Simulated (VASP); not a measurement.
# BaZrO3 (Pm-3m) in VASP: notebook, part 2 of 2

VASP 6.6.1. The steps go on from the part before.

## 3. Single point, PBE, non-collinear spin, zero start, spin-orbit coupling (14.04 Å³/atom)

This run uses another cell than the first one, of 14.04 Å³/atom.

Input file INCAR:

```
  PREC = Accurate
  ENCUT = 520
  EDIFF = 1E-6
  ISMEAR = 0
  SIGMA = 0.05
  LREAL = F
  LASPH = T
  NELM = 150
  ALGO = Normal
  ISIF = 2
  LWAVE = F
  LCHARG = F
  LNONCOLLINEAR = T
  MAGMOM = 0 0 0 0 0 0 0 0 0 0 0 0 0 0 0
  LORBIT = 11
  LSORBIT = T
  GGA_COMPAT = F
  LORBMOM = T
  LMAXMIX = 4
  GGA = PE
  NBANDS = 55
```

Input file KPOINTS:

```
regular mesh
0
Gamma
  4 4 4
```

Input file POSCAR:

```
BaZrO3
1.0
    4.1249903397      0.0000000000      0.0000000000
    0.0000000000      4.1249903397      0.0000000000
    0.0000000000      0.0000000000      4.1249903397
Ba Zr O
1 1 3
Direct
    0.0000000000      0.0000000000      0.0000000000
    0.5000000000      0.5000000000      0.5000000000
    0.0000000000      0.5000000000      0.5000000000
    0.5000000000      0.5000000000      0.0000000000
    0.5000000000      0.0000000000      0.5000000000
```

Potentials or basis: VASP PAW PBE potentials, release 64 (Ba_sv, Zr_sv, O).

On the command line:

```
> cat potpaw_PBE.64/Ba_sv/POTCAR potpaw_PBE.64/Zr_sv/POTCAR potpaw_PBE.64/O/POTCAR > POTCAR
> mpirun -np 1 vasp_ncl > vasp.out
```

OUTCAR:

```text
PREC = Accurate
   ENCUT = 520
   EDIFF = 1E-6
   ISMEAR = 0
   LREAL = F
   LASPH = T
   NELM = 150
   ISIF = 2
   LNONCOLLINEAR = T
   LORBIT = 11
   LSORBIT = T
   GGA = PE

 ion  position               nearest neighbor table
   1  0.000  0.000  0.000-   3 2.92   4 2.92   5 2.92   3 2.92   5 2.92   3 2.92   4 2.92   3 2.92
                             4 2.92   5 2.92   5 2.92   4 2.92   2 3.57   2 3.57   2 3.57   2 3.57
   2  0.500  0.500  0.500-   3 2.06   4 2.06   5 2.06   4 2.06   5 2.06   3 2.06   1 3.57   1 3.57
                             1 3.57   1 3.57   1 3.57   1 3.57   1 3.57   1 3.57
   3  0.000  0.500  0.500-   2 2.06   2 2.06   1 2.92   1 2.92   1 2.92   1 2.92
   4  0.500  0.500  0.000-   2 2.06   2 2.06   1 2.92   1 2.92   1 2.92   1 2.92
   5  0.500  0.000  0.500-   2 2.06   2 2.06   1 2.92   1 2.92   1 2.92   1 2.92

  LATTYP: Found a simple cubic cell.
 ALAT       =     4.1249903397

  Lattice vectors:

[... 919 lines left out ...]

 total charge

# of ion       s       p       d       tot
------------------------------------------
    1        2.005   5.639   0.298   7.942
    2        2.212   6.109   1.499   9.820
    3        1.564   3.512   0.000   5.076
    4        1.564   3.512   0.000   5.076
    5        1.564   3.512   0.000   5.076
--------------------------------------------------
tot          8.910  22.284   1.797  32.990

 magnetization (x)

# of ion       s       p       d       tot
------------------------------------------
    1       -0.000  -0.000  -0.000  -0.000
    2       -0.000  -0.000  -0.000  -0.000
    3        0.000   0.000   0.000   0.000
    4        0.000   0.000   0.000   0.000
    5       -0.000   0.000   0.000   0.000
--------------------------------------------------
tot         -0.000   0.000  -0.000   0.000

 magnetization (y)

# of ion       s       p       d       tot
------------------------------------------
    1        0.000   0.000  -0.000  -0.000
    2        0.000  -0.000   0.000   0.000
    3        0.000  -0.000   0.000  -0.000
    4       -0.000  -0.000   0.000  -0.000
    5        0.000   0.000   0.000   0.000
--------------------------------------------------
tot          0.000  -0.000   0.000  -0.000

 magnetization (z)

# of ion       s       p       d       tot
------------------------------------------
    1       -0.000  -0.000  -0.000  -0.000
    2       -0.000  -0.000  -0.000  -0.000
    3       -0.000  -0.000   0.000  -0.000
    4        0.000   0.000   0.000   0.000
    5        0.000  -0.000   0.000  -0.000
--------------------------------------------------
tot         -0.000  -0.000  -0.000  -0.000
```

OSZICAR:

```text
N       E                     dE             d eps       ncg     rms          rms(c)
DAV:   1     0.333438488445E+03    0.33344E+03   -0.21474E+04  1100   0.144E+03
DAV:   2    -0.224496198622E+02   -0.35589E+03   -0.33906E+03  1369   0.374E+02
DAV:   3    -0.476981552732E+02   -0.25249E+02   -0.25078E+02  1520   0.948E+01
DAV:   4    -0.491508216860E+02   -0.14527E+01   -0.14504E+01  1617   0.172E+01
DAV:   5    -0.491983499737E+02   -0.47528E-01   -0.47526E-01  1436   0.246E+00    0.336E+01
DAV:   6    -0.417175893364E+02    0.74808E+01   -0.34621E+01  1361   0.401E+01    0.148E+01
DAV:   7    -0.417333612600E+02   -0.15772E-01   -0.27644E+00  1515   0.929E+00    0.885E+00
DAV:   8    -0.417315347349E+02    0.18265E-02   -0.33405E-01  1238   0.408E+00    0.744E-01
DAV:   9    -0.417260288709E+02    0.55059E-02   -0.65780E-02  1347   0.142E+00    0.493E-01
DAV:  10    -0.417273362521E+02   -0.13074E-02   -0.12653E-02  1294   0.915E-01    0.246E-01
DAV:  11    -0.417273118748E+02    0.24377E-04   -0.10191E-03  1378   0.233E-01    0.672E-02
DAV:  12    -0.417272815440E+02    0.30331E-04   -0.16564E-04  1468   0.871E-02    0.321E-02
DAV:  13    -0.417273062698E+02   -0.24726E-04   -0.68091E-05  1271   0.569E-02    0.265E-02
DAV:  14    -0.417273022990E+02    0.39709E-05   -0.20790E-05  1378   0.306E-02    0.579E-03
DAV:  15    -0.417273021285E+02    0.17043E-06   -0.17565E-06  1108   0.886E-03
   1 F= -.41727302E+02 E0= -.41727302E+02  d E =-.233709E-25  mag=    -0.0000    -0.0000    -0.0000
```

Wall time 45 s (1 thread of AMD EPYC 9R45 (Zen 5), shared host); peak memory 0.31 GiB.

What came out:

```yaml
Free_energy: -41.7273 eV
Pressure: 14.2 GPa
Net_moment: 0.00 μB per cell
Valence_electrons_inside_the_program's_atomic_spheres: Ba 7.94; Zr 9.82; O 5.08
```

Moments on the atoms (μB; x, y, z):
```
Ba  0.00 0.00 0.00
Zr  0.00 0.00 0.00
O   0.00 0.00 0.00
O   0.00 0.00 0.00
O   0.00 0.00 0.00
```

Caveat: the k points lie up to 0.38 Å⁻¹ apart.
